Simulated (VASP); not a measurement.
# Ge (Fd-3m) in VASP: density of states with LDA

Aim: the density of states of Ge with LDA.

Program: VASP 6.6.1. These are calculated values, not measurements. Logs are shortened: lines on timing, memory, paths and dates and some standing lists are left out, and cuts for length are marked.

**1. The cell of the first run**

Symmetry: Fd-3m, No. 227, cubic system. The conventional cell has a = 5.622 Å, b = 5.622 Å, c = 5.622 Å, α = 90.00°, β = 90.00°, γ = 90.00°. Within 3.2 Å of Ge (site symmetry -43m) lie 4 Ge at 2.43 Å.

**2. Density of states, LDA**

POSCAR

```
Ge
1.0
    0.0000000000      2.8107739350      2.8107739350
    2.8107739350      0.0000000000      2.8107739350
    2.8107739350      2.8107739350      0.0000000000
Ge
2
Direct
    0.0000000000      0.0000000000      0.0000000000
    0.2500000000      0.2500000000      0.2500000000
```

INCAR.step1

```
PREC = Accurate
ENCUT = 410
EDIFF = 1E-6
ISMEAR = 0
SIGMA = 0.1
LREAL = False
LASPH = True
NELM = 120
ALGO = Normal
ISIF = 2
LWAVE = False
LCHARG = True
GGA = CA
NBANDS = 21
GGA_COMPAT = False
NEDOS = 2001
LORBIT = 11
```

KPOINTS.step1

```
Automatic mesh
0
Gamma
  14 14 14
```

INCAR.step2

```
PREC = Accurate
ENCUT = 410
EDIFF = 1E-6
ISMEAR = -5
SIGMA = 0.1
LREAL = False
LASPH = True
NELM = 120
ALGO = Normal
ISIF = 2
LWAVE = False
LCHARG = False
GGA = CA
LORBIT = 11
NEDOS = 2001
ICHARG = 11
GGA_COMPAT = False
```

KPOINTS.step2

```
Automatic mesh
0
Gamma
  21 21 21
```

Potentials or basis: VASP PAW LDA potentials, release 64 (Ge_d).

Started as:

```console
$ cat potpaw_LDA.64/Ge_d/POTCAR > POTCAR
$ cp INCAR.step1 INCAR
$ cp KPOINTS.step1 KPOINTS
$ mpirun -np 1 vasp_std > vasp.out
$ cp INCAR.step2 INCAR
$ cp KPOINTS.step2 KPOINTS
$ mpirun -np 1 vasp_std > vasp.out
```

OUTCAR:

```text
PREC = Accurate
   ENCUT = 410
   EDIFF = 1E-6
   ISMEAR = -5
   LREAL = False
   LASPH = True
   NELM = 120
   ISIF = 2
   GGA = CA
   LORBIT = 11
   ICHARG = 11

 ion  position               nearest neighbor table
   1  0.000  0.000  0.000-   2 2.43   2 2.43   2 2.43   2 2.43
   2  0.250  0.250  0.250-   1 2.43   1 2.43   1 2.43   1 2.43

  LATTYP: Found a face centered cubic cell.
 ALAT       =     5.6215478700

  Lattice vectors:

 A1 = (   0.0000000000,   2.8107739350,   2.8107739350)
 A2 = (   2.8107739350,   0.0000000000,   2.8107739350)
 A3 = (   2.8107739350,   2.8107739350,   0.0000000000)

Analysis of symmetry for initial positions (statically):
=====================================================================
 Subroutine PRICEL returns:
 Original cell was already a primitive cell.

 Routine SETGRP: Setting up the symmetry group for a
 face centered cubic supercell.

 Subroutine GETGRP returns: Found 48 space group operations
 (whereof 24 operations were pure point group operations)
 out of a pool of 48 trial point group operations.

The static configuration has the point symmetry T_d .
 The point group associated with its full space group is O_h .

Analysis of symmetry for dynamics (positions and initial velocities):
=====================================================================
 Subroutine PRICEL returns:
 Original cell was already a primitive cell.

 Routine SETGRP: Setting up the symmetry group for a
 face centered cubic supercell.

 Subroutine GETGRP returns: Found 48 space group operations
 (whereof 24 operations were pure point group operations)
 out of a pool of 48 trial point group operations.

The dynamic configuration has the point symmetry T_d .
 The point group associated with its full space group is O_h .

 Subroutine INISYM returns: Found 48 space group operations
 (whereof 24 operations are pure point group operations),
 and found     1 'primitive' translations

----------------------------------------------------------------------------------------

                                     Primitive cell

  volume of cell :      44.4128

  direct lattice vectors                    reciprocal lattice vectors
     0.000000000  2.810773935  2.810773935    -0.177886949  0.177886949  0.177886949
     2.810773935  0.000000000  2.810773935     0.177886949 -0.177886949  0.177886949
     2.810773935  2.810773935  0.000000000     0.177886949  0.177886949 -0.177886949

  length of vectors
     3.975034620  3.975034620  3.975034620     0.308109234  0.308109234  0.308109234

  position of ions in fractional coordinates (direct lattice)
     0.000000000  0.000000000  0.000000000
     0.250000000  0.250000000  0.250000000

  ion indices of the primitive-cell ions
   primitive index   ion index
                 1           1
                 2           2

----------------------------------------------------------------------------------------

 KPOINTS: Automatic mesh

Automatic generation of k-mesh.
 Grid dimensions read from file:
 generate k-points for:   21   21   21

 Generating k-lattice:

  Cartesian coordinates                     Fractional coordinates (reciprocal lattice)
    -0.008470807  0.008470807  0.008470807     0.047619048  0.000000000  0.000000000
     0.008470807 -0.008470807  0.008470807     0.000000000  0.047619048  0.000000000
     0.008470807  0.008470807 -0.008470807     0.000000000  0.000000000  0.047619048

  Length of vectors
     0.014671868  0.014671868  0.014671868

  Shift w.r.t. Gamma in fractional coordinates (k-lattice)
     0.000000000  0.000000000  0.000000000

 TETIRR: Found   1276 inequivalent tetrahedra from    55566

 Subroutine IBZKPT returns following result:
 ===========================================

 Found    286 irreducible k-points:

 Following reciprocal coordinates:
            Coordinates               Weight
  0.000000  0.000000  0.000000      1.000000
  0.047619  0.000000  0.000000      8.000000
  0.095238  0.000000  0.000000      8.000000
  0.142857  0.000000  0.000000      8.000000
  0.190476  0.000000  0.000000      8.000000
  0.238095  0.000000  0.000000      8.000000
[... 16 lines left out ...]
 -0.428571  0.047619  0.000000     24.000000
 -0.380952  0.047619  0.000000     24.000000
 [... further k-points ...]
   k-points           NKPTS =    286   k-points in BZ     NKDIM =    286   number of bands    NBANDS=     18
   number of dos      NEDOS =   2001   number of ions     NIONS =      2
   total plane-waves  NPLWV =  21952
   dimension x,y,z NGX =    28 NGY =   28 NGZ =   28
   dimension x,y,z NGXF=    56 NGYF=   56 NGZF=   56
   ions per type =               2
   NGX,Y,Z   is equivalent  to a cutoff of  11.71, 11.71, 11.71 a.u.
   NGXF,Y,Z  is equivalent  to a cutoff of  23.42, 23.42, 23.42 a.u.
 SYSTEM =  unknown system
   PREC   = accura    normal or accurate (medium, high low for compatibility)
   ISTART =      0    job   : 0-new  1-cont  2-samecut
   ICHARG =     11    charge: 1-file 2-atom 10-const
   ISPIN  =      1    spin polarized calculation?
   LNONCOLLINEAR =      F non collinear calculations
   LSORBIT =      F    spin-orbit coupling
   LASPH  =      T    aspherical Exc in radial PAW
   ENCUT  =  410.0 eV  30.13 Ry    5.49 a.u.   6.56  6.56  6.56*2*pi/ulx,y,z
   NELM   =    120;   NELMIN=  2; NELMDL=  0     # of ELM steps
   EDIFF  = 0.1E-05   stopping-criterion for ELM
   LREAL  =      F    real-space projection
   EDIFFG = 0.1E-04   stopping-criterion for IOM
   NSW    =      0    number of steps for IOM
   IBRION =     -1    ionic relax: 0-MD 1-quasi-New 2-CG
   NFREE  =      0    steps in history (QN), initial steepest desc. (CG)
   ISIF   =      2    stress and relaxation
   ISYM   =      2    0-nonsym 1-usesym 2-fastsym
   POTIM  = 0.5000    time-step for ionic-motion
   TEBEG  =    0.0;   TEEND  =   0.0 temperature during run
   PSTRESS=    0.0 pullay stress
   NELECT =      28.0000    total number of electrons
   NUPDOWN=      -1.0000    fix difference up-down
   EMIN   =  10.00;   EMAX   =-10.00  energy-range for DOS
   EFERMI =   0.00;   METHOD = LEGACY
   ISMEAR =    -5;   SIGMA  =   0.10  broadening in eV -4-tet -1-fermi 0-gaus
   EFERMI_NEDOS =   21; number of points for ismear=-14 and -15
   IALGO  =     38    algorithm
   IMIX   =      4    mixing-type and parameters
     AMIX     =   0.40;   BMIX     =  1.00
     AMIX_MAG =   1.60;   BMIX_MAG =  1.00
  volume/ion in A,a.u.               =      22.21       149.86
  Fermi-wavevector in a.u.,A,eV,Ry     =   1.403756  2.652714 26.810697  1.970531
  Thomas-Fermi vector in A             =   2.526386
   LORBIT       =     11    0 simple, 1 ext, 2 COOP (PROOUT), +10 PAW based schemes
   GGA     = CA    functional components
   LHFCALC =     F    Hartree Fock is set to
   AEXX    =    0.0000 exact exchange contribution
   IVDW    =     0    specifies the selected vdW correction
   LEPSILON=     F    determine dielectric tensor
   LRPA    =     F    only Hartree local field effects (RPA)
 non-spin polarized calculation
 Fermi weights with tetrahedron method with Bloechl corrections
  energy-cutoff  :      410.00
  volume of cell :       44.41
 maximum number of plane-waves:       871

 number of electron      28.0000006 magnetization

 Free energy of the ion-electron system (eV)
  ---------------------------------------------------
  ext. energy  EPLUGINS =         0.00000000
  ---------------------------------------------------
  free energy    TOTEN  =       -10.39410949 eV

  energy without entropy =      -10.39410949  energy(sigma->0) =      -10.39410949

 E-fermi :   4.9126     XC(G=0): -10.3798

 val. band max:        4.9099415700   @ k =   0.0000   0.0000   0.0000
 cond. band min:       4.9448613868   @ k =   0.0000   0.0000   0.0000
 fundamental gap:      0.0349198168
 Fermi energy:         4.9126011285

 k-point     1 :       0.0000    0.0000    0.0000
  band No.  band energies     occupation
      1     -20.0514      2.00000
      2     -20.0514      2.00000
      3     -20.0514      2.00000
      4     -20.0129      2.00000
      5     -20.0129      2.00000
      6     -19.7930      2.00000
[... 10 lines left out ...]
     17       7.4498      0.00000
     18       7.4498      0.00000

 k-point     2 :       0.0476    0.0000    0.0000
  band No.  band energies     occupation
      1     -20.0531      2.00000
      2     -20.0531      2.00000
      3     -20.0510      2.00000
      4     -20.0107      2.00000
      5     -20.0107      2.00000
      6     -19.7955      2.00000
[... 10 lines left out ...]
     17       7.5296      0.00000
     18       7.5631      0.00000

 k-point     3 :       0.0952    0.0000    0.0000
  band No.  band energies     occupation
      1     -20.0570      2.00000
      2     -20.0570      2.00000
      3     -20.0501      2.00000
      4     -20.0051      2.00000
      5     -20.0051      2.00000
      6     -19.8008      2.00000
[... 10 lines left out ...]
     17       7.7391      0.00000
     18       7.9826      0.00000

 k-point     4 :       0.1429    0.0000    0.0000
  band No.  band energies     occupation
      1     -20.0617      2.00000
      2     -20.0617      2.00000
      3     -20.0480      2.00000
      4     -19.9980      2.00000
      5     -19.9980      2.00000
      6     -19.8067      2.00000
[... 375 lines left out ...]
      4     -19.9677      2.00000
      5     -19.9667      2.00000
      6     -19.8289      2.00000
[... 10 lines left out ...]
     17       8.7344      0.00000
     18      12.0378      0.00000

 k-point    23 :      -0.4286    0.0476    0.0000
  band No.  band energies     occupation
      1     -20.0786      2.00000
      2     -20.0780      2.00000
      3     -20.0306      2.00000
      4     -19.9695      2.00000
      5     -19.9660      2.00000
      6     -19.8304      2.00000
[... 10 lines left out ...]
     17       8.6957      0.00000
     18      12.0642      0.00000

 k-point    24 :      -0.3810    0.0476    0.0000
  band No.  band energies     occupation
      1     -20.0778      2.00000
      2     -20.0773      2.00000
      3     -20.0322      2.00000
      4     -19.9719      2.00000
      5     -19.9664      2.00000
      6     -19.8312      2.00000
[... 10 lines left out ...]
     17       8.7141      0.00000
     18      12.0838      0.00000

 [... further k-points ...]
[... 5 lines left out ...]
  --------------------------------------------------------------------------------------
  -------------------------------------------------------------------------------------
  Total       -0.0762768     -0.0762768     -0.0762768     -0.0000000      0.0000000     -0.0000000
  in kB       -2.7516649     -2.7516649     -2.7516649     -0.0000000      0.0000000     -0.0000000
  external PRESSURE =      -2.7516649 kB  Pullay stress =       0.0000000 kB

 VOLUME and BASIS-vectors are now :
 -----------------------------------------------------------------------------
  energy-cutoff  :      410.00
  volume of cell :       44.41
      direct lattice vectors                 reciprocal lattice vectors
     0.000000000  2.810773935  2.810773935    -0.177886949  0.177886949  0.177886949
     2.810773935  0.000000000  2.810773935     0.177886949 -0.177886949  0.177886949
     2.810773935  2.810773935  0.000000000     0.177886949  0.177886949 -0.177886949

 POSITION                                       TOTAL-FORCE (eV/Angst)
 -----------------------------------------------------------------------------------
      0.00000      0.00000      0.00000        -0.000000     -0.000000      0.000000
      1.40539      1.40539      1.40539         0.000000      0.000000     -0.000000
 -----------------------------------------------------------------------------------
    total drift:                                0.000000      0.000000      0.000000

  FREE ENERGIE OF THE ION-ELECTRON SYSTEM (eV)
  ---------------------------------------------------
  free  energy   TOTEN  =       -10.3941094870 eV

  energy  without entropy=      -10.3941094870  energy(sigma->0) =      -10.39410949

 total charge

# of ion       s       p       d       tot
------------------------------------------
    1        1.139   1.284  10.026  12.449
    2        1.139   1.284  10.026  12.449
--------------------------------------------------
tot          2.279   2.568  20.051  24.898
```

Run time: 2.3 min. Hardware: 1 thread of Intel Xeon 6975P-C, shared host; peak memory 0.24 GiB.

What came out:

| Property | Result |
| --- | --- |
| Valence electrons inside the program's atomic spheres | Ge 12.45 |
